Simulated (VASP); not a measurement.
# Na32H31 (a cell with a defect) in VASP: notebook

Runs on Na32H31 (a cell with a defect). Level: PBEsol. Tasks: single point, relaxation of the atoms.

Everything below comes from runs of VASP 6.6.1. Logs are shortened: lines on timing, memory, paths and dates and some standing lists are left out, and cuts for length are marked.

## Step 1: The cell of the first run

The cell holds a defect, 63 atoms: a = 9.586 Å, b = 9.586 Å, c = 9.586 Å, α = 90.00°, β = 90.00°, γ = 90.00°.

## Step 2: Single point, PBEsol

The input, INCAR:

```
PREC = Accurate ; ENCUT = 400
EDIFF = 1E-6 ; ISMEAR = -1
SIGMA = 0.05 ; LREAL = Auto
LASPH = True ; NELM = 120
ALGO = Normal ; ISIF = 2
LWAVE = False ; LCHARG = True
GGA = PS ; LELF = True
LVHAR = True ; NBANDS = 164
NELECT = 254.0 ; ISYM = -1
GGA_COMPAT = False
```

The input, KPOINTS:

```
explicit points
1
Reciprocal
  0.25000000   0.25000000   0.25000000 1
```

The input, POSCAR:

```
Na32H31
1.0
    9.5855340000      0.0000000000      0.0000000000
    0.0000000000      9.5855340000      0.0000000000
    0.0000000000      0.0000000000      9.5855340000
H Na
31 32
Direct
    0.2499350000      0.0003500000      0.9995990000
    0.2494620000      0.0002480000      0.4997150000
    0.2497990000      0.4998860000      0.9999080000
    0.7499420000      0.9998870000      0.9998190000
    0.7498020000      0.0001590000      0.4999450000
    0.7498390000      0.5000340000      0.9996590000
    0.7495690000      0.5003900000      0.5000630000
    0.0015030000      0.2518330000      0.9998370000
    0.0052580000      0.2559910000      0.4998270000
    0.0014950000      0.7481940000      0.9997850000
    0.0051660000      0.7444810000      0.4994980000
    0.4979970000      0.2518960000      0.9997530000
    0.4943090000      0.2555280000      0.4996470000
    0.4980640000      0.7483470000      0.9998050000
    0.4941240000      0.7444840000      0.4996230000
    0.0017140000      0.0001950000      0.2516990000
    0.0017640000      0.0001520000      0.7479260000
    0.0054980000      0.5000530000      0.2554860000
    0.0051340000      0.5004410000      0.7442940000
    0.4979750000      0.9999520000      0.2516250000
    0.4979160000      0.0000150000      0.7478700000
    0.4941490000      0.5000270000      0.2552720000
    0.4940560000      0.4998770000      0.7443190000
    0.2496900000      0.2557350000      0.2552610000
    0.2495800000      0.2555820000      0.7444820000
    0.2499200000      0.7445080000      0.2552040000
    0.2501290000      0.7446240000      0.7443630000
    0.7501250000      0.2521900000      0.2518200000
    0.7497480000      0.2519800000      0.7481330000
    0.7497660000      0.7485950000      0.2516970000
    0.7498880000      0.7484830000      0.7480210000
    0.9992850000      0.0002410000      0.9998110000
    0.9966580000      0.0002100000      0.4997290000
    0.9966650000      0.5000180000      0.9999280000
    0.9787370000      0.5001880000      0.4996590000
    0.5004470000      0.0000140000      0.9997410000
    0.5028400000      0.0001410000      0.4997560000
    0.5029410000      0.5001450000      0.9997210000
    0.5204430000      0.4999700000      0.4998230000
    0.2497350000      0.2470600000      0.9997370000
    0.2496060000      0.2294100000      0.4998840000
    0.2498970000      0.7533120000      0.9997000000
    0.2499350000      0.7714120000      0.4998370000
    0.7497380000      0.2493790000      0.9999000000
    0.7497790000      0.2469560000      0.4998930000
    0.7496600000      0.7507590000      0.9998640000
    0.7497160000      0.7533170000      0.4997590000
    0.2498900000      0.0002500000      0.2465060000
    0.2499150000      0.0002040000      0.7530800000
    0.2498460000      0.5000120000      0.2288780000
    0.2496500000      0.5001800000      0.7709140000
    0.7497670000      0.0003510000      0.2491150000
    0.7496440000      0.0000180000      0.7504690000
    0.7497180000      0.5003230000      0.2466850000
    0.7499100000      0.5002430000      0.7528420000
    0.0001780000      0.2504400000      0.2500190000
    0.0000240000      0.2505450000      0.7495710000
    0.0000810000      0.7499320000      0.2501740000
    0.9999740000      0.7499720000      0.7492800000
    0.4994200000      0.2503060000      0.2499380000
    0.4994750000      0.2503730000      0.7496630000
    0.4995950000      0.7497860000      0.2499750000
    0.4995440000      0.7496160000      0.7492680000
```

Potentials or basis: VASP PAW PBE potentials, release 64 (H, Na_pv).

Started as:

```
cat potpaw_PBE.64/H/POTCAR potpaw_PBE.64/Na_pv/POTCAR > POTCAR
mpirun -np 1 vasp_std > vasp.out
```

OUTCAR:

```text
PREC = Accurate
   ENCUT = 400
   EDIFF = 1E-6
   ISMEAR = -1
   LREAL = Auto
   LASPH = True
   NELM = 120
   ISIF = 2
   GGA = PS
   NELECT = 254.0
   ISYM = -1

 ion  position               nearest neighbor table
   1  0.250  0.000  1.000-
   2  0.249  0.000  0.500-
   3  0.250  0.500  1.000-
   4  0.750  1.000  1.000-
   5  0.750  0.000  0.500-
   6  0.750  0.500  1.000-
[... 55 lines left out ...]
  62  0.500  0.750  0.250-
  63  0.500  0.750  0.749-

IMPORTANT INFORMATION: All symmetrisations will be switched off!
NOSYMM: (Re-)initialisation of all symmetry stuff for point group C_1.

----------------------------------------------------------------------------------------

                                     Primitive cell

  volume of cell :     880.7425

  direct lattice vectors                    reciprocal lattice vectors
     9.585534000  0.000000000  0.000000000     0.104323870  0.000000000  0.000000000
     0.000000000  9.585534000  0.000000000     0.000000000  0.104323870  0.000000000
     0.000000000  0.000000000  9.585534000     0.000000000  0.000000000  0.104323870

  length of vectors
     9.585534000  9.585534000  9.585534000     0.104323870  0.104323870  0.104323870

  position of ions in fractional coordinates (direct lattice)
     0.249935000  0.000350000  0.999599000
     0.249462000  0.000248000  0.499715000
     0.249799000  0.499886000  0.999908000
     0.749942000  0.999887000  0.999819000
     0.749802000  0.000159000  0.499945000
     0.749839000  0.500034000  0.999659000
[... 55 lines left out ...]
     0.499595000  0.749786000  0.249975000
     0.499544000  0.749616000  0.749268000

  ion indices of the primitive-cell ions
   primitive index   ion index
                 1           1
                 2           2
                 3           3
                 4           4
                 5           5
                 6           6
[... 55 lines left out ...]
                62          62
                63          63

----------------------------------------------------------------------------------------

 KPOINTS: explicit points

Read explicit list of k-points.

 Found      1 k-points:

 Following reciprocal coordinates:
            Coordinates               Weight
  0.250000  0.250000  0.250000      1.000000
   k-points           NKPTS =      1   k-points in BZ     NKDIM =      1   number of bands    NBANDS=    164
   number of dos      NEDOS =    301   number of ions     NIONS =     63
   total plane-waves  NPLWV = 262144
   dimension x,y,z NGX =    64 NGY =   64 NGZ =   64
   dimension x,y,z NGXF=   128 NGYF=  128 NGZF=  128
   ions per type =              31  32
   NGX,Y,Z   is equivalent  to a cutoff of  11.10, 11.10, 11.10 a.u.
   NGXF,Y,Z  is equivalent  to a cutoff of  22.20, 22.20, 22.20 a.u.
 SYSTEM =  unknown system
   PREC   = accura    normal or accurate (medium, high low for compatibility)
   ISTART =      0    job   : 0-new  1-cont  2-samecut
   ICHARG =      2    charge: 1-file 2-atom 10-const
   ISPIN  =      1    spin polarized calculation?
   LNONCOLLINEAR =      F non collinear calculations
   LSORBIT =      F    spin-orbit coupling
   LASPH  =      T    aspherical Exc in radial PAW
   ENCUT  =  400.0 eV  29.40 Ry    5.42 a.u.  15.63 15.63 15.63*2*pi/ulx,y,z
   NELM   =    120;   NELMIN=  2; NELMDL= -5     # of ELM steps
   EDIFF  = 0.1E-05   stopping-criterion for ELM
   LREAL  =      T    real-space projection
   EDIFFG = 0.1E-04   stopping-criterion for IOM
   NSW    =      0    number of steps for IOM
   IBRION =     -1    ionic relax: 0-MD 1-quasi-New 2-CG
   NFREE  =      0    steps in history (QN), initial steepest desc. (CG)
   ISIF   =      2    stress and relaxation
   ISYM   =     -1    0-nonsym 1-usesym 2-fastsym
   POTIM  = 0.5000    time-step for ionic-motion
   TEBEG  =    0.0;   TEEND  =   0.0 temperature during run
   PSTRESS=    0.0 pullay stress
   NELECT =     254.0000    total number of electrons
   NUPDOWN=      -1.0000    fix difference up-down
   EMIN   =  10.00;   EMAX   =-10.00  energy-range for DOS
   EFERMI =   0.00;   METHOD = LEGACY
   ISMEAR =    -1;   SIGMA  =   0.05  broadening in eV -4-tet -1-fermi 0-gaus
   EFERMI_NEDOS =   21; number of points for ismear=-14 and -15
   IALGO  =     38    algorithm
   IMIX   =      4    mixing-type and parameters
     AMIX     =   0.40;   BMIX     =  1.00
     AMIX_MAG =   1.60;   BMIX_MAG =  1.00
  volume/ion in A,a.u.               =      13.98        94.34
  Fermi-wavevector in a.u.,A,eV,Ry     =   1.081608  2.043942 15.917118  1.169875
  Thomas-Fermi vector in A             =   2.217628
   LORBIT       =      0    0 simple, 1 ext, 2 COOP (PROOUT), +10 PAW based schemes
   GGA     = PS    functional components
   LHFCALC =     F    Hartree Fock is set to
   AEXX    =    0.0000 exact exchange contribution
   IVDW    =     0    specifies the selected vdW correction
   LEPSILON=     F    determine dielectric tensor
   LRPA    =     F    only Hartree local field effects (RPA)
 non-spin polarized calculation
  energy-cutoff  :      400.00
  volume of cell :      880.74
 maximum number of plane-waves:     16008
 NGX is ok and might be reduce to    64
   NGX = 31   NGY = 31   NGZ = 31

 number of electron     254.0000587 magnetization

 Free energy of the ion-electron system (eV)
  ---------------------------------------------------
  ext. energy  EPLUGINS =         0.00000000
  ---------------------------------------------------
  free energy    TOTEN  =      -159.62370007 eV

  energy without entropy =     -159.62370007  energy(sigma->0) =     -159.62370007

 E-fermi :   0.1299     XC(G=0):  -7.8904

 val. band max:       -1.1523365171   @ k =   0.2500   0.2500   0.2500
 cond. band min:       1.8297730646   @ k =   0.2500   0.2500   0.2500
 fundamental gap:      2.9821095818
 Fermi energy:         0.1298660517

 k-point     1 :       0.2500    0.2500    0.2500
  band No.  band energies     occupation
      1     -23.2250      2.00000
      2     -23.2142      2.00000
      3     -23.2122      2.00000
      4     -23.2104      2.00000
      5     -23.2033      2.00000
      6     -23.2014      2.00000
[... 131 lines left out ...]
    138       3.9626      0.00000
    139       4.1769      0.00000
 [bands above 139 left out]

------------------------ aborting loop because EDIFF is reached ----------------------------------------

  FORCE on cell =-STRESS in cart. coord.  units (eV):
  Direction    XX          YY          ZZ          XY          YZ          ZX
  --------------------------------------------------------------------------------------
  -------------------------------------------------------------------------------------
  Total       -4.9807501     -4.9666752     -4.9714611     -0.1485711     -0.1457833     -0.1483878
  in kB       -9.0605883     -9.0349844     -9.0436904     -0.2702688     -0.2651975     -0.2699355
  external PRESSURE =      -9.0464211 kB  Pullay stress =       0.0000000 kB

 VOLUME and BASIS-vectors are now :
 -----------------------------------------------------------------------------
  energy-cutoff  :      400.00
  volume of cell :      880.74
      direct lattice vectors                 reciprocal lattice vectors
     9.585534000  0.000000000  0.000000000     0.104323870  0.000000000  0.000000000
     0.000000000  9.585534000  0.000000000     0.000000000  0.104323870  0.000000000
     0.000000000  0.000000000  9.585534000     0.000000000  0.000000000  0.104323870

 POSITION                                       TOTAL-FORCE (eV/Angst)
 -----------------------------------------------------------------------------------
      2.39576      0.00335      9.58169        -0.001026     -0.003245      0.004014
      2.39123      0.00238      4.79004         0.004930      0.002687      0.000726
      2.39446      4.79167      9.58465         0.000140      0.002807     -0.002246
      7.18859      9.58445      9.58380        -0.003339      0.004987      0.000603
      7.18725      0.00152      4.79224        -0.000932      0.000187     -0.002388
      7.18761      4.79309      9.58227        -0.001985      0.001688      0.003667
[... 55 lines left out ...]
      4.78888      7.18710      2.39614         0.002120      0.004845     -0.003719
      4.78840      7.18547      7.18213         0.006028      0.008057      0.009158
 -----------------------------------------------------------------------------------
    total drift:                                0.003358     -0.001907      0.003747

  FREE ENERGIE OF THE ION-ELECTRON SYSTEM (eV)
  ---------------------------------------------------
  free  energy   TOTEN  =      -159.6237000717 eV

  energy  without entropy=     -159.6237000716  energy(sigma->0) =     -159.62370007
```

Run time: 1.9 min. Hardware: 1 thread of Intel Xeon 6975P-C (Granite Rapids), shared host; peak memory 0.57 GiB.

What came out:

| Item | Value |
| --- | --- |
| Free energy | -159.6237 eV |
| Largest force | 0.028 eV/Å |

Forces on the atoms (eV/Å):
```
H   -0.001 -0.003  0.004
H    0.005  0.003  0.001
H    0.000  0.003 -0.002
H   -0.003  0.005  0.001
H   -0.001  0.000 -0.002
H   -0.002  0.002  0.004
H    0.001 -0.002 -0.003
H    0.001  0.001  0.000
H    0.006  0.002  0.001
H    0.002  0.003  0.000
H    0.008 -0.001  0.005
H    0.001 -0.002  0.002
H   -0.007  0.005  0.002
H    0.000 -0.001 -0.002
H   -0.004 -0.004  0.002
H   -0.001  0.001 -0.003
H   -0.003  0.000  0.001
H    0.002  0.002  0.002
H    0.008 -0.004 -0.005
H    0.001  0.004 -0.002
H    0.001  0.001  0.001
H   -0.001  0.000  0.004
H   -0.004  0.003 -0.007
H    0.003  0.003  0.006
H    0.003  0.007 -0.007
H   -0.001 -0.001  0.005
H   -0.005 -0.005 -0.007
H   -0.006 -0.004 -0.004
H    0.000 -0.002 -0.001
H    0.000 -0.003 -0.002
H   -0.004 -0.001 -0.001
Na  -0.015 -0.004 -0.001
Na   0.003  0.000  0.001
Na   0.002  0.003 -0.002
Na   0.020  0.001  0.002
Na   0.013  0.000 -0.001
Na  -0.003  0.001  0.001
Na  -0.004 -0.001  0.001
Na  -0.016  0.000 -0.002
Na   0.000  0.004  0.000
Na   0.002  0.016  0.000
Na  -0.002 -0.005  0.003
Na  -0.005 -0.027 -0.003
Na   0.002 -0.009 -0.002
Na  -0.001  0.007 -0.001
Na   0.005  0.012 -0.002
Na   0.000 -0.004  0.001
Na  -0.003 -0.002  0.006
Na  -0.002  0.000 -0.008
Na  -0.001  0.004  0.021
Na  -0.001  0.000 -0.023
Na   0.003 -0.003 -0.010
Na   0.004  0.002  0.012
Na   0.001 -0.004  0.005
Na  -0.001 -0.001 -0.002
Na  -0.007 -0.004 -0.003
Na  -0.006 -0.007  0.006
Na  -0.003  0.005 -0.008
Na  -0.004  0.004  0.010
Na   0.008 -0.002 -0.002
Na   0.005 -0.006  0.002
Na   0.002  0.005 -0.004
Na   0.006  0.008  0.009
```

Caveat: the cell carries a net charge on a neutralising background, which shifts energy and pressure; the cell is charged against a uniform background, so pressure and absolute levels hang on convention; the PAW data sets were made with another functional, which shifts forces and pressure a little.

(Continued in part 2 of 2.)
